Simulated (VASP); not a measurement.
Write the native input for VASP 6.6.1 that does the following.

* Task: single point
* Functional: PBEsol
* Potentials or basis: VASP PAW PBE potentials, release 64 (Sr_sv, Ti_sv, O)
* Cutoff: 520 eV
* k mesh: 8 × 8 × 8
* Occupations: gaussian, width 0.05 eV
* Spin: no spin polarisation
* Dipole correction: no
* Further INCAR settings: ALGO = Normal; EDIFF = 1e-06; NBANDS = 28

The structure of SrTiO3 lies in POSCAR:

```
SrTiO3
1.0
    3.8911201355      0.0000000000      0.0000000000
    0.0000000000      3.8911201355      0.0000000000
    0.0000000000      0.0000000000      3.8911201355
Sr Ti O
1 1 3
Direct
    0.0000000000      0.0181723194      0.0181723194
    0.5000000000      0.5000000000      0.5000000000
    0.0000000000      0.5000000000      0.5000000000
    0.5000000000      0.0000000000      0.5000000000
    0.5000000000      0.5000000000      0.0000000000
```

This cell differs from its parent crystal: all Sr atoms moved -0.100 Å, as atom 1 towards its neighbour atom 3 (O) at 2.751 Å.

These files were run (other wordings do the same):

INCAR

```
  ALGO = Normal
  EDIFF = 1E-6
  ENCUT = 520
  GGA = PS
  ISIF = 2
  ISMEAR = 0
  LASPH = T
  LCHARG = F
  LREAL = F
  LWAVE = F
  NBANDS = 28
  NELM = 80
  PREC = Accurate
  SIGMA = 0.05
```

KPOINTS

```
k-points
0
Gamma
  8 8 8
```

Potentials or basis: VASP PAW PBE potentials, release 64 (Sr_sv, Ti_sv, O).

Launch:

```bash
$ cat potpaw_PBE.64/Sr_sv/POTCAR potpaw_PBE.64/Ti_sv/POTCAR potpaw_PBE.64/O/POTCAR > POTCAR
$ mpirun -np 1 vasp_std > vasp.out
```

Results of the run:

The pressure is 0.9 GPa, the largest force is 0.380 eV/Å and the band gap on the k mesh is 1.82 eV (least direct gap 2.17 eV).

Caveat: the cell differs from its parent crystal (all Sr atoms moved -0.100 Å, as atom 1 towards its neighbour atom 3 (O) at 2.751 Å); the PAW data sets were made with another functional, which shifts forces and pressure a little.

It took 2.9 min on 1 thread of Intel(R) Xeon(R) Platinum 8259CL CPU @ 2.50GHz (Skylake/Cascade Lake), on a shared host, peak memory 0.29 GiB.
